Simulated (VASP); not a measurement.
# ScBe (Cmcm) in VASP: a series of runs

Runs on ScBe. Level: PBE. Tasks: single point.

Program: VASP 6.6.1. These are calculated values, not measurements. Logs are shortened: lines on timing, memory, paths and dates and some standing lists are left out, and cuts for length are marked.

## (1) The cell of the first run

Symmetry: Cmcm, No. 63, orthorhombic system. Conventional cell: a = 3.429 Å, b = 9.046 Å, c = 3.405 Å, α = 90.00°, β = 90.00°, γ = 90.00°. Sc (site symmetry m2m) has 7 Be at 2.47 to 2.75 Å and 6 Sc at 3.06 to 3.14 Å within 3.3 Å. Be (site symmetry m2m) has 2 Be at 1.93 Å and 6 Sc at 2.47 to 2.57 Å within 2.6 Å.

## (2) Single point, PBE

Input file INCAR:

```
ALGO = Fast
EDIFF = 1E-6
ENCUT = 520
GGA = PE
ISIF = 2
ISMEAR = 0
LASPH = True
LCHARG = False
LREAL = False
LWAVE = False
NBANDS = 21
NELM = 60
PREC = Accurate
SIGMA = 0.1
```

Input file KPOINTS:

```
k-points
0
Gamma
  6 6 6
```

Input file POSCAR:

```
ScBe
1.0
    1.7143028470     -4.5232112280      0.0000000000
    1.7143028470      4.5232112280      0.0000000000
    0.0000000000      0.0000000000      3.4054394393
Sc Be
2 2
Direct
    0.8540000000      0.1460000000      0.7500000000
    0.1460000000      0.8540000000      0.2500000000
    0.5500000000      0.4500000000      0.7500000000
    0.4500000000      0.5500000000      0.2500000000
```

Potentials or basis: VASP PAW PBE potentials, release 64 (Sc_sv, Be).

Launch:

```bash
$ cat potpaw_PBE.64/Sc_sv/POTCAR potpaw_PBE.64/Be/POTCAR > POTCAR
$ mpirun -np 1 vasp_std > vasp.out
```

OUTCAR:

```text
EDIFF = 1E-6
   ENCUT = 520
   GGA = PE
   ISIF = 2
   ISMEAR = 0
   LASPH = True
   LREAL = False
   NELM = 60
   PREC = Accurate

 ion  position               nearest neighbor table
   1  0.854  0.146  0.750-   3 2.47   3 2.47   4 2.57   4 2.57   4 2.57   4 2.57   3 2.75   2 3.06
                             2 3.06   2 3.06   2 3.06   2 3.14   2 3.14
   2  0.146  0.854  0.250-   4 2.47   4 2.47   3 2.57   3 2.57   3 2.57   3 2.57   4 2.75   1 3.06
                             1 3.06   1 3.06   1 3.06   1 3.14   1 3.14
   3  0.550  0.450  0.750-   4 1.93   4 1.93   1 2.47   1 2.47   2 2.57   2 2.57   2 2.57   2 2.57
                             1 2.75
   4  0.450  0.550  0.250-   3 1.93   3 1.93   2 2.47   2 2.47   1 2.57   1 2.57   1 2.57   1 2.57
                             2 2.75

  LATTYP: Found a base centered orthorhombic cell.
 ALAT       =     3.4286056940
 B/A-ratio  =     2.6385135135
 C/A-ratio  =     0.9932432432

  Lattice vectors:

 A1 = (   1.7143028470,  -4.5232112280,   0.0000000000)
 A2 = (   1.7143028470,   4.5232112280,   0.0000000000)
 A3 = (   0.0000000000,   0.0000000000,   3.4054394393)

Analysis of symmetry for initial positions (statically):
=====================================================================
 Subroutine PRICEL returns:
 Original cell was already a primitive cell.

 Routine SETGRP: Setting up the symmetry group for a
 base centered orthorhombic supercell.

 Subroutine GETGRP returns: Found  8 space group operations
 (whereof  4 operations were pure point group operations)
 out of a pool of  8 trial point group operations.

The static configuration has the point symmetry C_2h.
 The point group associated with its full space group is D_2h.

Analysis of symmetry for dynamics (positions and initial velocities):
=====================================================================
 Subroutine PRICEL returns:
 Original cell was already a primitive cell.

 Routine SETGRP: Setting up the symmetry group for a
 base centered orthorhombic supercell.

 Subroutine GETGRP returns: Found  8 space group operations
 (whereof  4 operations were pure point group operations)
 out of a pool of  8 trial point group operations.

The dynamic configuration has the point symmetry C_2h.
 The point group associated with its full space group is D_2h.

 Subroutine INISYM returns: Found  8 space group operations
 (whereof  4 operations are pure point group operations),
 and found     1 'primitive' translations

----------------------------------------------------------------------------------------

                                     Primitive cell

  volume of cell :      52.8126

  direct lattice vectors                    reciprocal lattice vectors
     1.714302847 -4.523211228  0.000000000     0.291663752 -0.110540935  0.000000000
     1.714302847  4.523211228  0.000000000     0.291663752  0.110540935  0.000000000
     0.000000000  0.000000000  3.405439439     0.000000000  0.000000000  0.293647859

  length of vectors
     4.837176249  4.837176249  3.405439439     0.311908709  0.311908709  0.293647859

  position of ions in fractional coordinates (direct lattice)
     0.854000000  0.146000000  0.750000000
     0.146000000  0.854000000  0.250000000
     0.550000000  0.450000000  0.750000000
     0.450000000  0.550000000  0.250000000

  ion indices of the primitive-cell ions
   primitive index   ion index
                 1           1
                 2           2
                 3           3
                 4           4

----------------------------------------------------------------------------------------

 KPOINTS: k-points

Automatic generation of k-mesh.
 Grid dimensions read from file:
 generate k-points for:    6    6    6

 Generating k-lattice:

  Cartesian coordinates                     Fractional coordinates (reciprocal lattice)
     0.048610625 -0.018423489  0.000000000     0.166666667  0.000000000  0.000000000
     0.048610625  0.018423489  0.000000000     0.000000000  0.166666667  0.000000000
     0.000000000  0.000000000  0.048941310     0.000000000  0.000000000  0.166666667

  Length of vectors
     0.051984785  0.051984785  0.048941310

  Shift w.r.t. Gamma in fractional coordinates (k-lattice)
     0.000000000  0.000000000  0.000000000

 Subroutine IBZKPT returns following result:
 ===========================================

 Found     52 irreducible k-points:

 Following reciprocal coordinates:
            Coordinates               Weight
  0.000000  0.000000  0.000000      1.000000
  0.166667 -0.000000  0.000000      4.000000
  0.333333 -0.000000  0.000000      4.000000
  0.500000 -0.000000  0.000000      2.000000
  0.166667  0.166667  0.000000      2.000000
  0.333333  0.166667  0.000000      4.000000
[... 16 lines left out ...]
  0.333333  0.333333  0.166667      4.000000
  0.500000  0.333333  0.166667      8.000000
 [... further k-points ...]
   k-points           NKPTS =     52   k-points in BZ     NKDIM =     52   number of bands    NBANDS=     21
   number of dos      NEDOS =    301   number of ions     NIONS =      4
   total plane-waves  NPLWV =  36288
   dimension x,y,z NGX =    36 NGY =   36 NGZ =   28
   dimension x,y,z NGXF=    72 NGYF=   72 NGZF=   56
   ions per type =               2   2
   NGX,Y,Z   is equivalent  to a cutoff of  12.37, 12.37, 13.67 a.u.
   NGXF,Y,Z  is equivalent  to a cutoff of  24.75, 24.75, 27.34 a.u.
 SYSTEM =  unknown system
   PREC   = accura    normal or accurate (medium, high low for compatibility)
   ISTART =      0    job   : 0-new  1-cont  2-samecut
   ICHARG =      2    charge: 1-file 2-atom 10-const
   ISPIN  =      1    spin polarized calculation?
   LNONCOLLINEAR =      F non collinear calculations
   LSORBIT =      F    spin-orbit coupling
   LASPH  =      T    aspherical Exc in radial PAW
   ENCUT  =  520.0 eV  38.22 Ry    6.18 a.u.   8.99  8.99  6.33*2*pi/ulx,y,z
   NELM   =     60;   NELMIN=  2; NELMDL= -5     # of ELM steps
   EDIFF  = 0.1E-05   stopping-criterion for ELM
   LREAL  =      F    real-space projection
   EDIFFG = 0.1E-04   stopping-criterion for IOM
   NSW    =      0    number of steps for IOM
   IBRION =     -1    ionic relax: 0-MD 1-quasi-New 2-CG
   NFREE  =      0    steps in history (QN), initial steepest desc. (CG)
   ISIF   =      2    stress and relaxation
   ISYM   =      2    0-nonsym 1-usesym 2-fastsym
   POTIM  = 0.5000    time-step for ionic-motion
   TEBEG  =    0.0;   TEEND  =   0.0 temperature during run
   PSTRESS=    0.0 pullay stress
   NELECT =      26.0000    total number of electrons
   NUPDOWN=      -1.0000    fix difference up-down
   EMIN   =  10.00;   EMAX   =-10.00  energy-range for DOS
   EFERMI =   0.00;   METHOD = LEGACY
   ISMEAR =     0;   SIGMA  =   0.10  broadening in eV -4-tet -1-fermi 0-gaus
   EFERMI_NEDOS =   21; number of points for ismear=-14 and -15
   IALGO  =     68    algorithm
   IMIX   =      4    mixing-type and parameters
     AMIX     =   0.40;   BMIX     =  1.00
     AMIX_MAG =   1.60;   BMIX_MAG =  1.00
  volume/ion in A,a.u.               =      13.20        89.10
  Fermi-wavevector in a.u.,A,eV,Ry     =   1.292667  2.442787 22.735181  1.670989
  Thomas-Fermi vector in A             =   2.424361
   LORBIT       =      0    0 simple, 1 ext, 2 COOP (PROOUT), +10 PAW based schemes
   GGA     = PE    functional components
   LHFCALC =     F    Hartree Fock is set to
   AEXX    =    0.0000 exact exchange contribution
   IVDW    =     0    specifies the selected vdW correction
   LEPSILON=     F    determine dielectric tensor
   LRPA    =     F    only Hartree local field effects (RPA)
 non-spin polarized calculation
 RMM-DIIS sequential band-by-band and
 Gauss-broadening in eV      SIGMA  =   0.10
  energy-cutoff  :      520.00
  volume of cell :       52.81
 maximum number of plane-waves:      1442
   NGX = 17   NGY = 17   NGZ = 13

 number of electron      25.9999999 magnetization

 Free energy of the ion-electron system (eV)
  ---------------------------------------------------
  ext. energy  EPLUGINS =         0.00000000
  ---------------------------------------------------
  free energy    TOTEN  =       -18.65608888 eV

  energy without entropy =      -18.63081910  energy(sigma->0) =      -18.64345399

 E-fermi :   5.4123     XC(G=0): -10.9337

 val. band max:        5.4023638536   @ k =   0.5000   0.3333   0.0000
 cond. band min:       5.4175168305   @ k =  -0.3333   0.1667   0.5000
 fundamental gap:      0.0151529769
 Fermi energy:         5.4122759627

 k-point     1 :       0.0000    0.0000    0.0000
  band No.  band energies     occupation
      1     -43.1734      2.00000
      2     -43.0488      2.00000
      3     -22.1227      2.00000
      4     -21.8396      2.00000
      5     -21.7819      2.00000
      6     -21.6558      2.00000
[... 13 lines left out ...]
     20       9.4068      0.00000
     21       9.9220      0.00000

 k-point     2 :       0.1667   -0.0000    0.0000
  band No.  band energies     occupation
      1     -43.1627      2.00000
      2     -43.0534      2.00000
      3     -22.1087      2.00000
      4     -21.8496      2.00000
      5     -21.8198      2.00000
      6     -21.6751      2.00000
[... 13 lines left out ...]
     20      10.1435      0.00000
     21      11.0284      0.00000

 k-point     3 :       0.3333   -0.0000    0.0000
  band No.  band energies     occupation
      1     -43.1365      2.00000
      2     -43.0674      2.00000
      3     -22.0889      2.00000
      4     -21.9536      2.00000
      5     -21.7704      2.00000
      6     -21.7331      2.00000
[... 13 lines left out ...]
     20      10.0013      0.00000
     21      10.3076      0.00000
[... 457 lines left out ...]
 k-point    23 :       0.3333    0.3333    0.1667
  band No.  band energies     occupation
      1     -43.1034      2.00000
      2     -43.0941      2.00000
      3     -22.0291      2.00000
      4     -21.9641      2.00000
      5     -21.8658      2.00000
      6     -21.6869      2.00000
[... 13 lines left out ...]
     20       9.6553      0.00000
     21      10.9082      0.00000

 k-point    24 :       0.5000    0.3333    0.1667
  band No.  band energies     occupation
      1     -43.1271      2.00000
      2     -43.0828      2.00000
      3     -22.0038      2.00000
      4     -21.9270      2.00000
      5     -21.8480      2.00000
      6     -21.7025      2.00000
[... 13 lines left out ...]
     20       9.5183      0.00000
     21      10.5263      0.00000

 [... further k-points ...]
[... 5 lines left out ...]
  --------------------------------------------------------------------------------------
  -------------------------------------------------------------------------------------
  Total        8.5779541      8.4529111     12.0031785      0.0000000      0.0000000      0.0000000
  in kB      260.2296208    256.4361863    364.1407424      0.0000000      0.0000000      0.0000000
  external PRESSURE =     293.6021832 kB  Pullay stress =       0.0000000 kB

 VOLUME and BASIS-vectors are now :
 -----------------------------------------------------------------------------
  energy-cutoff  :      520.00
  volume of cell :       52.81
      direct lattice vectors                 reciprocal lattice vectors
     1.714302847 -4.523211228  0.000000000     0.291663752 -0.110540935  0.000000000
     1.714302847  4.523211228  0.000000000     0.291663752  0.110540935  0.000000000
     0.000000000  0.000000000  3.405439439     0.000000000  0.000000000  0.293647859

 POSITION                                       TOTAL-FORCE (eV/Angst)
 -----------------------------------------------------------------------------------
      1.71430     -3.20243      2.55408         0.000000      0.916340     -0.000000
      1.71430      3.20243      0.85136         0.000000     -0.916340     -0.000000
      1.71430     -0.45232      2.55408         0.000000     -1.093346      0.000000
      1.71430      0.45232      0.85136         0.000000      1.093346      0.000000
 -----------------------------------------------------------------------------------
    total drift:                                0.000000      0.000000      0.000000

  FREE ENERGIE OF THE ION-ELECTRON SYSTEM (eV)
  ---------------------------------------------------
  free  energy   TOTEN  =       -18.6560888783 eV

  energy  without entropy=      -18.6308190977  energy(sigma->0) =      -18.64345399
```

Run time: 1.8 min. Hardware: 1 thread of Intel Xeon Platinum 8259CL at 2.50GHz (Skylake/Cascade Lake), shared host; peak memory 0.21 GiB.

What came out:

```yaml
Free_energy: -18.6561 eV
Pressure: 29.4 GPa
Largest_force: 1.093 eV/Å
Band_gap_on_the_k_mesh: zero (band 13 reaches 6.50 eV, above the bottom of band 14 at 4.85 eV)
```

Forces in eV/Å, atoms in the order of the input:
```
Sc   0.000  0.916  0.000
Sc   0.000 -0.916  0.000
Be   0.000 -1.093  0.000
Be   0.000  1.093  0.000
```

Stress tensor (GPa, compression positive):
```
26.02  0.00  0.00
 0.00 25.64  0.00
 0.00  0.00 36.41
```

Caveat: forces of over 1 eV/Å act on the atoms, so gaps and moduli don't describe the material at rest.

## (3) Single point, PBE

This run uses another cell than the first one, of 16.59 Å³/atom, 1.256 times its volume.

Input file INCAR:

```
SYSTEM = ScBe
  ALGO = Normal
  EDIFF = 1E-7
  ENCUT = 520
  GGA = PE
  ISIF = 2
  ISMEAR = 0
  LASPH = .TRUE.
  LCHARG = .FALSE.
  LREAL = .FALSE.
  LWAVE = .FALSE.
  NBANDS = 21
  NELM = 100
  PREC = Accurate
  SIGMA = 0.1
```

Input file KPOINTS:

```
k-points
0
G
  6 6 6
  0 0 0
```

Input file POSCAR:

```
ScBe
1.0
    1.6503769075     -5.1587194597      0.0000000000
    1.6503769075      5.1587194597      0.0000000000
    0.0000000000      0.0000000000      3.8969573447
Sc Be
2 2
Direct
    0.8505696018      0.1494303982      0.7500000000
    0.1494303982      0.8505696018      0.2500000000
    0.5570963588      0.4429036412      0.7500000000
    0.4429036412      0.5570963588      0.2500000000
```

Potentials or basis: VASP PAW PBE potentials, release 64 (Sc_sv, Be).

Launch:

```bash
$ cat potpaw_PBE.64/Sc_sv/POTCAR potpaw_PBE.64/Be/POTCAR > POTCAR
$ mpirun -np 1 vasp_std > vasp.out
```

Run time: 2.2 min. Hardware: 1 thread of Intel Xeon Platinum 8259CL at 2.50GHz (Skylake/Cascade Lake), shared host; peak memory 0.23 GiB.

It converged, with:

```yaml
Free_energy: -20.0238 eV
Pressure: 0.1 GPa
Largest_force: 0.027 eV/Å
Band_gap_on_the_k_mesh: zero (band 13 reaches 4.87 eV, above the bottom of band 14 at 3.26 eV)
```

Forces in eV/Å, atoms in the order of the input:
```
Sc   0.000 -0.016  0.000
Sc   0.000  0.016  0.000
Be   0.000 -0.027  0.000
Be   0.000  0.027  0.000
```

Stress tensor (GPa, compression positive):
```
-0.07  0.00  0.00
 0.00  0.18  0.00
 0.00  0.00  0.24
```

Levels at points of the mesh, in eV from the Fermi level:
```tsv
k point	band 11	band 12	band 13	band 14	band 15	band 16
(0.00, 0.00, 0.00)	-1.24	-0.42	-0.27	1.01	1.64	1.99
(0.50, 0.00, 0.00)	-1.38	-0.61	-0.57	0.44	0.66	0.73
(0.50, 0.50, 0.00)	-0.59	-0.39	-0.13	0.80	1.55	1.69
(0.00, 0.00, 0.50)	-0.72	-0.72	-0.34	-0.34	1.31	1.31
(0.50, 0.00, 0.50)	-1.16	-1.16	-0.67	-0.67	0.23	0.23
(0.50, 0.50, 0.50)	-2.22	-2.22	0.94	0.94	1.91	1.91
```
